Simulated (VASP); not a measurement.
# LiSb3 (Pm-3m) in VASP: further runs

LiSb3 is run at these levels: PBE; tasks: single point.

Everything below comes from runs of VASP 6.6.1. Logs are shortened: lines on timing, memory, paths and dates and some standing lists are left out, and cuts for length are marked.

## Step 1: The cell of the first run

Symmetry: Pm-3m, No. 221, cubic system. Conventional cell: a = 4.743 Å, b = 4.743 Å, c = 4.743 Å, α = 90.00°, β = 90.00°, γ = 90.00°. Within 4.4 Å of Sb (site symmetry 4/mmm) lie 8 Sb at 3.35 Å and 4 Li at 3.35 Å. Within 4.4 Å of Li (site symmetry m-3m) lie 12 Sb at 3.35 Å.

## Step 2: Single point, PBE

Input file INCAR:

```
SYSTEM = LiSb3
  PREC = Accurate
  ENCUT = 520
  EDIFF = 1E-7
  ISMEAR = -1
  SIGMA = 0.05
  LREAL = .False.
  LASPH = .True.
  NELM = 80
  ALGO = Normal
  ISIF = 2
  LWAVE = .False.
  LCHARG = .True.
  GGA = PE
  LELF = .True.
  LVHAR = .True.
  NBANDS = 17
```

Input file KPOINTS:

```
Automatic mesh
0
Gamma
  6 6 6
  0 0 0
```

Input file POSCAR:

```
LiSb3
1.0
    4.7426204456      0.0000000000      0.0000000000
    0.0000000000      4.7426204456      0.0000000000
    0.0000000000      0.0000000000      4.7426204456
Sb Li
3 1
Direct
    0.5000000000      0.5000000000      0.0000000000
    0.0000000000      0.5000000000      0.5000000000
    0.5000000000      0.0000000000      0.5000000000
    0.0000000000      0.0000000000      0.0000000000
```

Potentials or basis: VASP PAW PBE potentials, release 64 (Sb, Li_sv).

Started as:

```sh
> cat potpaw_PBE.64/Sb/POTCAR potpaw_PBE.64/Li_sv/POTCAR > POTCAR
> mpirun -np 1 vasp_std > vasp.out
```

OUTCAR:

```text
SYSTEM = LiSb3
   PREC = Accurate
   ENCUT = 520
   EDIFF = 1E-7
   ISMEAR = -1
   LREAL = .False.
   LASPH = .True.
   NELM = 80
   ISIF = 2
   GGA = PE

 ion  position               nearest neighbor table
   1  0.500  0.500  0.000-   2 3.35   3 3.35   2 3.35   3 3.35   3 3.35   3 3.35   2 3.35   2 3.35

   2  0.000  0.500  0.500-   1 3.35   3 3.35   1 3.35   3 3.35   1 3.35   3 3.35   1 3.35   3 3.35

   3  0.500  0.000  0.500-   1 3.35   2 3.35   1 3.35   1 3.35   2 3.35   1 3.35   2 3.35   2 3.35

   4  0.000  0.000  0.000-

  LATTYP: Found a simple cubic cell.
 ALAT       =     4.7426204456

  Lattice vectors:

 A1 = (   4.7426204456,   0.0000000000,   0.0000000000)
 A2 = (   0.0000000000,   4.7426204456,   0.0000000000)
 A3 = (   0.0000000000,   0.0000000000,   4.7426204456)

Analysis of symmetry for initial positions (statically):
=====================================================================
 Subroutine PRICEL returns:
 Original cell was already a primitive cell.

 Routine SETGRP: Setting up the symmetry group for a
 simple cubic supercell.

 Subroutine GETGRP returns: Found 48 space group operations
 (whereof 48 operations were pure point group operations)
 out of a pool of 48 trial point group operations.

The static configuration has the point symmetry O_h .

Analysis of symmetry for dynamics (positions and initial velocities):
=====================================================================
 Subroutine PRICEL returns:
 Original cell was already a primitive cell.

 Routine SETGRP: Setting up the symmetry group for a
 simple cubic supercell.

 Subroutine GETGRP returns: Found 48 space group operations
 (whereof 48 operations were pure point group operations)
 out of a pool of 48 trial point group operations.

The dynamic configuration has the point symmetry O_h .

 Subroutine INISYM returns: Found 48 space group operations
 (whereof 48 operations are pure point group operations),
 and found     1 'primitive' translations

----------------------------------------------------------------------------------------

                                     Primitive cell

  volume of cell :     106.6731

  direct lattice vectors                    reciprocal lattice vectors
     4.742620446  0.000000000  0.000000000     0.210853896  0.000000000  0.000000000
     0.000000000  4.742620446  0.000000000     0.000000000  0.210853896  0.000000000
     0.000000000  0.000000000  4.742620446     0.000000000  0.000000000  0.210853896

  length of vectors
     4.742620446  4.742620446  4.742620446     0.210853896  0.210853896  0.210853896

  position of ions in fractional coordinates (direct lattice)
     0.500000000  0.500000000  0.000000000
     0.000000000  0.500000000  0.500000000
     0.500000000  0.000000000  0.500000000
     0.000000000  0.000000000  0.000000000

  ion indices of the primitive-cell ions
   primitive index   ion index
                 1           1
                 2           2
                 3           3
                 4           4

----------------------------------------------------------------------------------------

 KPOINTS: Automatic mesh

Automatic generation of k-mesh.
 Grid dimensions read from file:
 generate k-points for:    6    6    6

 Generating k-lattice:

  Cartesian coordinates                     Fractional coordinates (reciprocal lattice)
     0.035142316  0.000000000  0.000000000     0.166666667  0.000000000  0.000000000
     0.000000000  0.035142316  0.000000000     0.000000000  0.166666667  0.000000000
     0.000000000  0.000000000  0.035142316     0.000000000  0.000000000  0.166666667

  Length of vectors
     0.035142316  0.035142316  0.035142316

  Shift w.r.t. Gamma in fractional coordinates (k-lattice)
     0.000000000  0.000000000  0.000000000

 Subroutine IBZKPT returns following result:
 ===========================================

 Found     20 irreducible k-points:

 Following reciprocal coordinates:
            Coordinates               Weight
  0.000000  0.000000  0.000000      1.000000
  0.166667  0.000000  0.000000      6.000000
  0.333333  0.000000  0.000000      6.000000
  0.500000  0.000000  0.000000      3.000000
  0.166667  0.166667  0.000000     12.000000
  0.333333  0.166667  0.000000     24.000000
[... 12 lines left out ...]
  0.500000  0.500000  0.333333      6.000000
  0.500000  0.500000  0.500000      1.000000
   k-points           NKPTS =     20   k-points in BZ     NKDIM =     20   number of bands    NBANDS=     17
   number of dos      NEDOS =    301   number of ions     NIONS =      4
   total plane-waves  NPLWV =  46656
   dimension x,y,z NGX =    36 NGY =   36 NGZ =   36
   dimension x,y,z NGXF=    72 NGYF=   72 NGZF=   72
   ions per type =               3   1
   NGX,Y,Z   is equivalent  to a cutoff of  12.62, 12.62, 12.62 a.u.
   NGXF,Y,Z  is equivalent  to a cutoff of  25.24, 25.24, 25.24 a.u.
 SYSTEM =  LiSb3
   PREC   = accura    normal or accurate (medium, high low for compatibility)
   ISTART =      0    job   : 0-new  1-cont  2-samecut
   ICHARG =      2    charge: 1-file 2-atom 10-const
   ISPIN  =      1    spin polarized calculation?
   LNONCOLLINEAR =      F non collinear calculations
   LSORBIT =      F    spin-orbit coupling
   LASPH  =      T    aspherical Exc in radial PAW
   ENCUT  =  520.0 eV  38.22 Ry    6.18 a.u.   8.82  8.82  8.82*2*pi/ulx,y,z
   NELM   =     80;   NELMIN=  2; NELMDL= -5     # of ELM steps
   EDIFF  = 0.1E-06   stopping-criterion for ELM
   LREAL  =      F    real-space projection
   EDIFFG = 0.1E-05   stopping-criterion for IOM
   NSW    =      0    number of steps for IOM
   IBRION =     -1    ionic relax: 0-MD 1-quasi-New 2-CG
   NFREE  =      0    steps in history (QN), initial steepest desc. (CG)
   ISIF   =      2    stress and relaxation
   ISYM   =      2    0-nonsym 1-usesym 2-fastsym
   POTIM  = 0.5000    time-step for ionic-motion
   TEBEG  =    0.0;   TEEND  =   0.0 temperature during run
   PSTRESS=    0.0 pullay stress
   NELECT =      18.0000    total number of electrons
   NUPDOWN=      -1.0000    fix difference up-down
   EMIN   =  10.00;   EMAX   =-10.00  energy-range for DOS
   EFERMI =   0.00;   METHOD = LEGACY
   ISMEAR =    -1;   SIGMA  =   0.05  broadening in eV -4-tet -1-fermi 0-gaus
   EFERMI_NEDOS =   21; number of points for ismear=-14 and -15
   IALGO  =     38    algorithm
   IMIX   =      4    mixing-type and parameters
     AMIX     =   0.40;   BMIX     =  1.00
     AMIX_MAG =   1.60;   BMIX_MAG =  1.00
  volume/ion in A,a.u.               =      26.67       179.97
  Fermi-wavevector in a.u.,A,eV,Ry     =   0.904650  1.709541 11.134896  0.818392
  Thomas-Fermi vector in A             =   2.028123
   LORBIT       =      0    0 simple, 1 ext, 2 COOP (PROOUT), +10 PAW based schemes
   GGA     = PE    functional components
   LHFCALC =     F    Hartree Fock is set to
   AEXX    =    0.0000 exact exchange contribution
   IVDW    =     0    specifies the selected vdW correction
   LEPSILON=     F    determine dielectric tensor
   LRPA    =     F    only Hartree local field effects (RPA)
 non-spin polarized calculation
  energy-cutoff  :      520.00
  volume of cell :      106.67
 maximum number of plane-waves:      2897
 NGX is ok and might be reduce to    36
   NGX = 17   NGY = 17   NGZ = 17

 number of electron      17.9999992 magnetization

 Free energy of the ion-electron system (eV)
  ---------------------------------------------------
  ext. energy  EPLUGINS =         0.00000000
  ---------------------------------------------------
  free energy    TOTEN  =       -14.52595369 eV

  energy without entropy =      -14.50549688  energy(sigma->0) =      -14.51572529

 E-fermi :   6.4500     XC(G=0):  -9.3365

 val. band max:        6.4393789951   @ k =   0.3333   0.1667   0.1667
 cond. band min:       6.4636718544   @ k =   0.5000   0.1667   0.0000
 fundamental gap:      0.0242928593
 Fermi energy:         6.4499685803

 k-point     1 :       0.0000    0.0000    0.0000
  band No.  band energies     occupation
      1     -41.0653      2.00000
      2      -5.5144      2.00000
      3      -0.8529      2.00000
      4      -0.8529      2.00000
      5       2.4662      2.00000
      6       2.4662      2.00000
[... 9 lines left out ...]
     16      11.6443      0.00000
     17      11.9207      0.00000

 k-point     2 :       0.1667    0.0000    0.0000
  band No.  band energies     occupation
      1     -41.0652      2.00000
      2      -5.3567      2.00000
      3      -1.5149      2.00000
      4      -0.8027      2.00000
      5       2.6440      2.00000
      6       2.6440      2.00000
[... 9 lines left out ...]
     16      12.0662      0.00000
     17      12.6708      0.00000

 k-point     3 :       0.3333    0.0000    0.0000
  band No.  band energies     occupation
      1     -41.0652      2.00000
      2      -4.9157      2.00000
      3      -2.6417      2.00000
      4      -0.6957      2.00000
      5       3.1354      2.00000
      6       3.1354      2.00000
[... 9 lines left out ...]
     16      12.4810      0.00000
     17      12.5213      0.00000

 k-point     4 :       0.5000    0.0000    0.0000
  band No.  band energies     occupation
      1     -41.0652      2.00000
      2      -4.5100      2.00000
      3      -3.3130      2.00000
      4      -0.6385      2.00000
      5       3.5722      2.00000
      6       3.5722      2.00000
[... 9 lines left out ...]
     16      12.0514      0.00000
     17      12.0514      0.00000
[... 263 lines left out ...]
      1     -41.0652      2.00000
      2      -3.2676      2.00000
      3      -2.7466      2.00000
      4      -2.1879      2.00000
      5       1.4644      2.00000
      6       2.3827      2.00000
[... 9 lines left out ...]
     16      13.1343      0.00000
     17      13.6239      0.00000

 k-point    19 :       0.5000    0.5000    0.3333
  band No.  band energies     occupation
      1     -41.0652      2.00000
      2      -2.7156      2.00000
      3      -2.6296      2.00000
      4      -2.6296      2.00000
      5       1.2650      2.00000
      6       1.9425      2.00000
[... 9 lines left out ...]
     16      13.7158      0.00000
     17      13.7158      0.00000

 k-point    20 :       0.5000    0.5000    0.5000
  band No.  band energies     occupation
      1     -41.0652      2.00000
      2      -2.5085      2.00000
      3      -2.5085      2.00000
      4      -2.5085      2.00000
      5       0.6957      2.00000
      6       2.0083      2.00000
[... 9 lines left out ...]
     16      14.3516      0.00000
     17      14.3516      0.00000

------------------------ aborting loop because EDIFF is reached ----------------------------------------

  FORCE on cell =-STRESS in cart. coord.  units (eV):
  Direction    XX          YY          ZZ          XY          YZ          ZX
  --------------------------------------------------------------------------------------
  -------------------------------------------------------------------------------------
  Total       -1.0549454     -1.0549454     -1.0549454      0.0000000      0.0000000     -0.0000000
  in kB      -15.8447530    -15.8447530    -15.8447530      0.0000000      0.0000000     -0.0000000
  external PRESSURE =     -15.8447530 kB  Pullay stress =       0.0000000 kB

 VOLUME and BASIS-vectors are now :
 -----------------------------------------------------------------------------
  energy-cutoff  :      520.00
  volume of cell :      106.67
      direct lattice vectors                 reciprocal lattice vectors
     4.742620446  0.000000000  0.000000000     0.210853896  0.000000000  0.000000000
     0.000000000  4.742620446  0.000000000     0.000000000  0.210853896  0.000000000
     0.000000000  0.000000000  4.742620446     0.000000000  0.000000000  0.210853896

 POSITION                                       TOTAL-FORCE (eV/Angst)
 -----------------------------------------------------------------------------------
      2.37131      2.37131      0.00000         0.000000      0.000000      0.000000
      0.00000      2.37131      2.37131         0.000000      0.000000      0.000000
      2.37131      0.00000      2.37131         0.000000      0.000000      0.000000
      0.00000      0.00000      0.00000         0.000000      0.000000      0.000000
 -----------------------------------------------------------------------------------
    total drift:                               -0.000000      0.000000      0.000000

  FREE ENERGIE OF THE ION-ELECTRON SYSTEM (eV)
  ---------------------------------------------------
  free  energy   TOTEN  =       -14.5259536906 eV

  energy  without entropy=      -14.5054968822  energy(sigma->0) =      -14.51572529
```

It took 16 s on 1 thread of Intel Xeon Platinum 8488C (Sapphire Rapids), shared host; peak memory 0.21 GiB.

Results:

```yaml
Free_energy: -14.5260 eV
Band_gap_on_the_k_mesh: zero (band 9 reaches 7.79 eV, above the bottom of band 10 at 5.53 eV)
```

Levels at points of the mesh, in eV from the Fermi level:
```
           k point  band 7  band 8  band 9  band 10  band 11  band 12
(0.00, 0.00, 0.00)   -3.98    0.80    0.80     0.80     0.91     2.58
(0.50, 0.00, 0.00)   -1.44   -1.44   -1.26    -0.92    -0.58     2.45
(0.50, 0.50, 0.00)   -1.28   -0.95   -0.95    -0.91    -0.91     2.87
(0.50, 0.50, 0.50)   -4.44   -4.44    0.55     3.80     3.80     4.11
```

Caveat: the cutoff is under 1.25 times the usual one of these potentials, so pressure, stress and relaxed cells hold a basis-set (Pulay) error; spin-orbit coupling is left out, which moves the levels of the heavy elements.

## Step 3: Single point, PBE

This run uses another cell than the first one, of 27.18 Å³/atom, 1.019 times its volume.

Input file INCAR:

```
SYSTEM = LiSb3
  PREC = Accurate
  ENCUT = 520
  EDIFF = 1E-6
  ISMEAR = -1
  SIGMA = 0.05
  LREAL = .False.
  LASPH = .True.
  NELM = 60
  ALGO = Normal
  ISIF = 2
  LWAVE = .False.
  LCHARG = .False.
  GGA = PE
  NBANDS = 17
```

KPOINTS is that of step 2.

Input file POSCAR:

```
LiSb3
1.0
    4.7728290336      0.0000000000      0.0000000000
    0.0000000000      4.7728290336      0.0000000000
    0.0000000000      0.0000000000      4.7728290336
Sb Li
3 1
Direct
    0.5000000000      0.5000000000      0.0000000000
    0.0000000000      0.5000000000      0.5000000000
    0.5000000000      0.0000000000      0.5000000000
    0.0000000000      0.0000000000      0.0000000000
```

Potentials or basis: VASP PAW PBE potentials, release 64 (Sb, Li_sv).

Started as:

```sh
> cat potpaw_PBE.64/Sb/POTCAR potpaw_PBE.64/Li_sv/POTCAR > POTCAR
> mpirun -np 1 vasp_std > vasp.out
```

Run time: 14 s. Hardware: 1 thread of Intel Xeon Platinum 8488C (Sapphire Rapids), shared host; peak memory 0.21 GiB.

Results (log left out):

* Free energy: -14.5008 eV
* Band gap on the k mesh: zero (band 9 reaches 7.54 eV, above the bottom of band 10 at 5.34 eV)

Levels at points of the mesh, in eV from the Fermi level:
| k point | band 7 | band 8 | band 9 | band 10 | band 11 | band 12 |
| --- | --- | --- | --- | --- | --- | --- |
| (0.00, 0.00, 0.00) | -3.89 | 0.79 | 0.79 | 0.79 | 0.96 | 2.56 |
| (0.50, 0.00, 0.00) | -1.39 | -1.39 | -1.28 | -0.88 | -0.55 | 2.41 |
| (0.50, 0.50, 0.00) | -1.23 | -0.92 | -0.92 | -0.90 | -0.90 | 2.91 |
| (0.50, 0.50, 0.50) | -4.34 | -4.34 | 0.60 | 3.71 | 3.71 | 4.01 |

Caveat: the cutoff is under 1.25 times the usual one of these potentials, so pressure, stress and relaxed cells hold a basis-set (Pulay) error; spin-orbit coupling is left out, which moves the levels of the heavy elements.
